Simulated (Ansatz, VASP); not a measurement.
## Two plane-wave programs on MgH2

```
Mg H
1.0
     4.52016   -0.00409   -0.00093
    -0.00409    4.52050   -0.00144
    -0.00140   -0.00204    6.03203
Mg H
4 8
Direct
  0.49967 0.49928 0.24972
  0.50000 0.50048 0.74980
  0.00029 0.99931 0.50023
  0.99946 0.00037 0.00029
  0.69543 0.69570 0.00000
  0.69476 0.69621 0.49974
  0.80484 0.19568 0.25012
  0.80509 0.19668 0.75003
  0.30430 0.30436 0.49993
  0.30513 0.30372 0.99980
  0.19590 0.80413 0.25002
  0.19514 0.80407 0.75031
```

Change from the starting cell: cell x2, atoms moved at random (sigma 0.1 Å) and cell strained at random (1.5 %), then relaxed without symmetry.

Alike in both runs: functional PBE; k mesh 4 × 4 × 2; occupations gaussian, width 0.1 eV; no spin polarisation.

Ansatz relaxed the structure, and its values are those at the end. VASP's run is a single point on that final structure, the one shown.

```csv
,VASP,Ansatz
version,VASP 6.6.1,Ansatz 0.2.0
potentials or method,"VASP PAW PBE potentials, release 64 (Mg, H), cutoff 520 eV","scalar-relativistic, plane waves, PAW"
valence electrons in the cell,16,48
```

|  | VASP | Ansatz | Ansatz less VASP |
| --- | --- | --- | --- |
| gap on the k mesh at the Fermi level (eV) | 3.87 | 3.88 | +0.012 |
| least direct gap on the mesh (eV) | 4.51 | 4.52 | +0.009 |
| pressure (GPa) | -0.4 | -0.1 | +0.28 |
| rms of the force components (eV/Å) | 0.004 | 0.004 | 0.0000 |

VASP's potentials hold 16 valence electrons a cell and Ansatz's 48, so a difference there can come from the potentials and not from the codes.

The k mesh is coarse, so the values compare programs but aren't converged.
